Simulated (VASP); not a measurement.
# CaSe (I-4m2) in VASP: notebook

The runs below take CaSe through single point, with r2SCAN, HSE06.

All numbers are computed with VASP 6.6.1; they aren't measurements. Logs are shortened: lines on timing, memory, paths and dates and some standing lists are left out, and cuts for length are marked.

## (1) The cell of the first run

Symmetry: I-4m2, No. 119, tetragonal system. Conventional cell: a = 4.638 Å, b = 4.638 Å, c = 6.940 Å, α = 90.00°, β = 90.00°, γ = 90.00°. Ca (site symmetry -4m2) has 4 Se at 2.90 Å within 3.8 Å. Se (site symmetry -4m2) has 4 Ca at 2.90 Å within 3.8 Å.

## (2) Single point, r2SCAN (uniaxial x strain +5.8%)

Contents of POSCAR:

```
CaSe
1.0
    0.0000000000      3.2795613709      3.2795613709
    3.4697759304      0.0000000000      3.2795613709
    3.4697759304      3.2795613709      0.0000000000
Ca Se
1 1
Direct
    0.0000000000      0.0000000000      0.0000000000
    0.2500000000      0.2500000000      0.2500000000
```

Contents of INCAR.step1:

```
PREC     = Accurate       # precision mode
ENCUT    = 520            # plane-wave cutoff, eV
ISMEAR   = 0              # smearing method
SIGMA    = 0.01           # smearing width, eV
LREAL    = False          # projectors in reciprocal space
LASPH    = True           # aspherical terms in the spheres
NELM     = 100            # most SCF steps
NBANDS   = 15             # bands
GGA      = PE             # functional
ALGO     = Normal         # electronic algorithm
EDIFF    = 1E-4           # SCF threshold, eV
LWAVE    = True           # write WAVECAR
LCHARG   = False          # write CHGCAR
```

Contents of INCAR.step2:

```
PREC     = Accurate       # precision mode
ENCUT    = 520            # plane-wave cutoff, eV
EDIFF    = 1E-7           # SCF threshold, eV
ISMEAR   = 0              # smearing method
SIGMA    = 0.01           # smearing width, eV
LREAL    = False          # projectors in reciprocal space
LASPH    = True           # aspherical terms in the spheres
NELM     = 100            # most SCF steps
ALGO     = Normal         # electronic algorithm
ISIF     = 2              # what is computed and relaxed
LWAVE    = False          # write WAVECAR
LCHARG   = False          # write CHGCAR
METAGGA  = R2SCAN         # meta-GGA
LMIXTAU  = True         
NBANDS   = 15             # bands
ISTART   = 1
```

Contents of KPOINTS:

```
Automatic mesh
0
Gamma
  6 6 6
```

Potentials or basis: VASP PAW PBE potentials, release 64 (Ca_sv, Se).

The run is started by

```console
> cat potpaw_PBE.64/Ca_sv/POTCAR potpaw_PBE.64/Se/POTCAR > POTCAR
> cp INCAR.step1 INCAR
> mpirun -np 1 vasp_std > vasp.out
> cp INCAR.step2 INCAR
> mpirun -np 1 vasp_std > vasp.out
```

OUTCAR:

```text
PREC = Accurate
   ENCUT = 520
   EDIFF = 1E-7
   ISMEAR = 0
   LREAL = False
   LASPH = True
   NELM = 100
   ISIF = 2
   METAGGA = R2SCAN
   ISTART = 1

 ion  position               nearest neighbor table
   1  0.000  0.000  0.000-   2 2.90   2 2.90   2 2.90   2 2.90
   2  0.250  0.250  0.250-   1 2.90   1 2.90   1 2.90   1 2.90

  LATTYP: Found a body centered tetragonal cell.
 ALAT       =     4.6380001694
 C/A-ratio  =     1.4962379490

  Lattice vectors:

 A1 = (   3.4697759304,   0.0000000000,   3.2795613709)
 A2 = (   3.4697759304,   0.0000000000,  -3.2795613709)
 A3 = (  -3.4697759304,   3.2795613709,   0.0000000000)

Analysis of symmetry for initial positions (statically):
=====================================================================
 Subroutine PRICEL returns:
 Original cell was already a primitive cell.

 Routine SETGRP: Setting up the symmetry group for a
 body centered tetragonal supercell.

 Subroutine GETGRP returns: Found  8 space group operations
 (whereof  8 operations were pure point group operations)
 out of a pool of 16 trial point group operations.

The static configuration has the point symmetry D_2d.

Analysis of symmetry for dynamics (positions and initial velocities):
=====================================================================
 Subroutine PRICEL returns:
 Original cell was already a primitive cell.

 Routine SETGRP: Setting up the symmetry group for a
 body centered tetragonal supercell.

 Subroutine GETGRP returns: Found  8 space group operations
 (whereof  8 operations were pure point group operations)
 out of a pool of 16 trial point group operations.

The dynamic configuration has the point symmetry D_2d.

 Subroutine INISYM returns: Found  8 space group operations
 (whereof  8 operations are pure point group operations),
 and found     1 'primitive' translations

----------------------------------------------------------------------------------------

                                     Primitive cell

  volume of cell :      74.6385

  direct lattice vectors                    reciprocal lattice vectors
     0.000000000  3.279561371  3.279561371    -0.144101524  0.152459413  0.152459413
     3.469775930  0.000000000  3.279561371     0.144101524 -0.152459413  0.152459413
     3.469775930  3.279561371  0.000000000     0.144101524  0.152459413 -0.152459413

  length of vectors
     4.638000169  4.774397113  4.774397113     0.259331823  0.259331823  0.259331823

  position of ions in fractional coordinates (direct lattice)
     0.000000000  0.000000000  0.000000000
     0.250000000  0.250000000  0.250000000

  ion indices of the primitive-cell ions
   primitive index   ion index
                 1           1
                 2           2

----------------------------------------------------------------------------------------

 KPOINTS: Automatic mesh

Automatic generation of k-mesh.
 Grid dimensions read from file:
 generate k-points for:    6    6    6

 Generating k-lattice:

  Cartesian coordinates                     Fractional coordinates (reciprocal lattice)
    -0.024016921  0.025409902  0.025409902     0.166666667  0.000000000  0.000000000
     0.024016921 -0.025409902  0.025409902     0.000000000  0.166666667 -0.000000000
     0.024016921  0.025409902 -0.025409902     0.000000000 -0.000000000  0.166666667

  Length of vectors
     0.043221970  0.043221970  0.043221970

  Shift w.r.t. Gamma in fractional coordinates (k-lattice)
     0.000000000  0.000000000  0.000000000

 Subroutine IBZKPT returns following result:
 ===========================================

 Found     30 irreducible k-points:

 Following reciprocal coordinates:
            Coordinates               Weight
  0.000000  0.000000  0.000000      1.000000
  0.166667  0.000000  0.000000      8.000000
  0.333333  0.000000  0.000000      8.000000
  0.500000  0.000000  0.000000      4.000000
  0.166667  0.166667  0.000000      4.000000
  0.333333  0.166667  0.000000     16.000000
[... 16 lines left out ...]
 -0.333333  0.500000  0.166667      4.000000
  0.333333 -0.333333  0.166667      8.000000
 [... further k-points ...]
   k-points           NKPTS =     30   k-points in BZ     NKDIM =     30   number of bands    NBANDS=     15
   number of dos      NEDOS =    301   number of ions     NIONS =      2
   total plane-waves  NPLWV =  46656
   dimension x,y,z NGX =    36 NGY =   36 NGZ =   36
   dimension x,y,z NGXF=    72 NGYF=   72 NGZF=   72
   ions per type =               1   1
   NGX,Y,Z   is equivalent  to a cutoff of  12.90, 12.54, 12.54 a.u.
   NGXF,Y,Z  is equivalent  to a cutoff of  25.81, 25.07, 25.07 a.u.
 SYSTEM =  unknown system
   PREC   = accura    normal or accurate (medium, high low for compatibility)
   ISTART =      1    job   : 0-new  1-cont  2-samecut
   ICHARG =      0    charge: 1-file 2-atom 10-const
   ISPIN  =      1    spin polarized calculation?
   LNONCOLLINEAR =      F non collinear calculations
   LSORBIT =      F    spin-orbit coupling
   LASPH  =      T    aspherical Exc in radial PAW
   ENCUT  =  520.0 eV  38.22 Ry    6.18 a.u.   8.62  8.88  8.88*2*pi/ulx,y,z
   NELM   =    100;   NELMIN=  2; NELMDL=  0     # of ELM steps
   EDIFF  = 0.1E-06   stopping-criterion for ELM
   LREAL  =      F    real-space projection
   EDIFFG = 0.1E-05   stopping-criterion for IOM
   NSW    =      0    number of steps for IOM
   IBRION =     -1    ionic relax: 0-MD 1-quasi-New 2-CG
   NFREE  =      0    steps in history (QN), initial steepest desc. (CG)
   ISIF   =      2    stress and relaxation
   ISYM   =      2    0-nonsym 1-usesym 2-fastsym
   POTIM  = 0.5000    time-step for ionic-motion
   TEBEG  =    0.0;   TEEND  =   0.0 temperature during run
   PSTRESS=    0.0 pullay stress
   NELECT =      16.0000    total number of electrons
   NUPDOWN=      -1.0000    fix difference up-down
   EMIN   =  10.00;   EMAX   =-10.00  energy-range for DOS
   EFERMI =   0.00;   METHOD = LEGACY
   ISMEAR =     0;   SIGMA  =   0.01  broadening in eV -4-tet -1-fermi 0-gaus
   EFERMI_NEDOS =   21; number of points for ismear=-14 and -15
   IALGO  =     38    algorithm
   IMIX   =      4    mixing-type and parameters
     AMIX     =   0.40;   BMIX     =  1.00
     AMIX_MAG =   1.60;   BMIX_MAG =  1.00
  volume/ion in A,a.u.               =      37.32       251.84
  Fermi-wavevector in a.u.,A,eV,Ry     =   0.979777  1.851510 13.061085  0.959963
  Thomas-Fermi vector in A             =   2.110656
   LORBIT       =      0    0 simple, 1 ext, 2 COOP (PROOUT), +10 PAW based schemes
   METAGGA = R2SCAN    functional components
   LHFCALC =     F    Hartree Fock is set to
   AEXX    =    0.0000 exact exchange contribution
   IVDW    =     0    specifies the selected vdW correction
   LEPSILON=     F    determine dielectric tensor
   LRPA    =     F    only Hartree local field effects (RPA)
 non-spin polarized calculation
 Gauss-broadening in eV      SIGMA  =   0.01
  energy-cutoff  :      520.00
  volume of cell :       74.64
 maximum number of plane-waves:      2044
 NGX is ok and might be reduce to    36
   NGX = 17   NGY = 17   NGZ = 17

 number of electron      15.9999997 magnetization

 Free energy of the ion-electron system (eV)
  ---------------------------------------------------
  ext. energy  EPLUGINS =         0.00000000
  ---------------------------------------------------
  free energy    TOTEN  =       -25.33659346 eV

  energy without entropy =      -25.33659346  energy(sigma->0) =      -25.33659346

 E-fermi :  -0.6240     XC(G=0):  -7.7979

 val. band max:       -0.7066620697   @ k =   0.5000   0.1667   0.1667
 cond. band min:       2.7047425223   @ k =   0.0000   0.0000   0.0000
 fundamental gap:      3.4114045920
 Fermi energy:        -0.6239684773

 k-point     1 :       0.0000    0.0000    0.0000
  band No.  band energies     occupation
      1     -41.6465      2.00000
      2     -21.7688      2.00000
      3     -21.7687      2.00000
      4     -21.7509      2.00000
      5     -11.4440      2.00000
      6      -0.9120      2.00000
      7      -0.8273      2.00000
      8      -0.8273      2.00000
      9       2.7047      0.00000
     10       4.8738      0.00000
     11       5.1419      0.00000
     12       6.6971      0.00000
     13       6.9506      0.00000
     14       6.9506      0.00000
     15       8.5651      0.00000

 k-point     2 :       0.1667    0.0000    0.0000
  band No.  band energies     occupation
      1     -41.6461      2.00000
      2     -21.7760      2.00000
      3     -21.7696      2.00000
      4     -21.7538      2.00000
      5     -11.3870      2.00000
      6      -1.2388      2.00000
      7      -0.8781      2.00000
      8      -0.7968      2.00000
      9       3.4335      0.00000
     10       4.7936      0.00000
     11       4.9992      0.00000
     12       6.4050      0.00000
     13       6.8314      0.00000
     14       6.8950      0.00000
     15       7.9747      0.00000

 k-point     3 :       0.3333    0.0000    0.0000
  band No.  band energies     occupation
      1     -41.6455      2.00000
      2     -21.7922      2.00000
      3     -21.7714      2.00000
      4     -21.7580      2.00000
      5     -11.2715      2.00000
      6      -1.7587      2.00000
      7      -0.8795      2.00000
      8      -0.7404      2.00000
      9       4.4634      0.00000
     10       4.8845      0.00000
     11       4.9662      0.00000
     12       5.6540      0.00000
     13       6.3843      0.00000
     14       6.4041      0.00000
     15       7.6436      0.00000

 k-point     4 :       0.5000    0.0000    0.0000
  band No.  band energies     occupation
      1     -41.6451      2.00000
      2     -21.8006      2.00000
      3     -21.7722      2.00000
      4     -21.7597      2.00000
      5     -11.2130      2.00000
      6      -1.9556      2.00000
      7      -0.8825      2.00000
      8      -0.7147      2.00000
      9       4.6688      0.00000
     10       5.0315      0.00000
     11       5.1425      0.00000
     12       5.3821      0.00000
     13       5.9209      0.00000
     14       5.9678      0.00000
     15       8.2855      0.00000
[... 307 lines left out ...]
 k-point    22 :       0.3333    0.5000    0.1667
  band No.  band energies     occupation
      1     -41.6450      2.00000
      2     -21.7970      2.00000
      3     -21.7814      2.00000
      4     -21.7586      2.00000
      5     -11.1924      2.00000
      6      -1.6886      2.00000
      7      -1.1021      2.00000
      8      -0.8889      2.00000
      9       3.7824      0.00000
     10       4.7120      0.00000
     11       5.3620      0.00000
     12       6.1206      0.00000
     13       6.3617      0.00000
     14       6.5602      0.00000
     15       8.3464      0.00000

 k-point    23 :      -0.3333    0.5000    0.1667
  band No.  band energies     occupation
      1     -41.6447      2.00000
      2     -21.8009      2.00000
      3     -21.7811      2.00000
      4     -21.7653      2.00000
      5     -11.1373      2.00000
      6      -1.6676      2.00000
      7      -1.2333      2.00000
      8      -0.9106      2.00000
      9       3.3208      0.00000
     10       4.5776      0.00000
     11       5.4702      0.00000
     12       5.8029      0.00000
     13       6.3305      0.00000
     14       7.7539      0.00000
     15       8.6279      0.00000

 k-point    24 :       0.3333   -0.3333    0.1667
  band No.  band energies     occupation
      1     -41.6447      2.00000
      2     -21.8006      2.00000
      3     -21.7839      2.00000
      4     -21.7599      2.00000
      5     -11.1534      2.00000
      6      -1.6139      2.00000
      7      -1.2901      2.00000
      8      -0.9044      2.00000
      9       3.5774      0.00000
     10       4.6829      0.00000
     11       5.3276      0.00000
     12       6.0628      0.00000
     13       6.2224      0.00000
     14       7.2269      0.00000
     15       8.4597      0.00000

 [... further k-points ...]

------------------------ aborting loop because EDIFF is reached ----------------------------------------

  FORCE on cell =-STRESS in cart. coord.  units (eV):
  Direction    XX          YY          ZZ          XY          YZ          ZX
  --------------------------------------------------------------------------------------
  -------------------------------------------------------------------------------------
  Total       -0.9650102     -0.6967745     -0.6967745      0.0000000      0.0000000      0.0000000
  in kB      -20.7147416    -14.9568401    -14.9568401      0.0000000      0.0000000      0.0000000
  external PRESSURE =     -16.8761406 kB  Pullay stress =       0.0000000 kB

 VOLUME and BASIS-vectors are now :
 -----------------------------------------------------------------------------
  energy-cutoff  :      520.00
  volume of cell :       74.64
      direct lattice vectors                 reciprocal lattice vectors
     0.000000000  3.279561371  3.279561371    -0.144101524  0.152459413  0.152459413
     3.469775930  0.000000000  3.279561371     0.144101524 -0.152459413  0.152459413
     3.469775930  3.279561371  0.000000000     0.144101524  0.152459413 -0.152459413

 POSITION                                       TOTAL-FORCE (eV/Angst)
 -----------------------------------------------------------------------------------
      0.00000      0.00000      0.00000         0.000000      0.000000      0.000000
      1.73489      1.63978      1.63978        -0.000000      0.000000      0.000000
 -----------------------------------------------------------------------------------
    total drift:                                0.000000      0.000000      0.000000

  FREE ENERGIE OF THE ION-ELECTRON SYSTEM (eV)
  ---------------------------------------------------
  free  energy   TOTEN  =       -25.3365934644 eV

  energy  without entropy=      -25.3365934644  energy(sigma->0) =      -25.33659346
```

Wall time 89 s (1 thread of Intel Xeon Platinum 8488C (Sapphire Rapids), shared host); peak memory 0.23 GiB.

Results:

- Free energy: -25.3366 eV
- Pressure: -1.7 GPa
- Band gap on the k mesh: 3.41 eV (least direct gap 3.53 eV)

Stress tensor (GPa, compression positive):
```
-2.07  0.00  0.00
 0.00 -1.50  0.00
 0.00  0.00 -1.50
```

Caveat: the cell differs from its parent crystal (uniaxial x strain +5.8%); the structure was generated, so it needn't be the stable form of CaSe; the PAW data sets were made with another functional, which shifts forces and pressure a little.

(Part 1 of 2 ends here.)
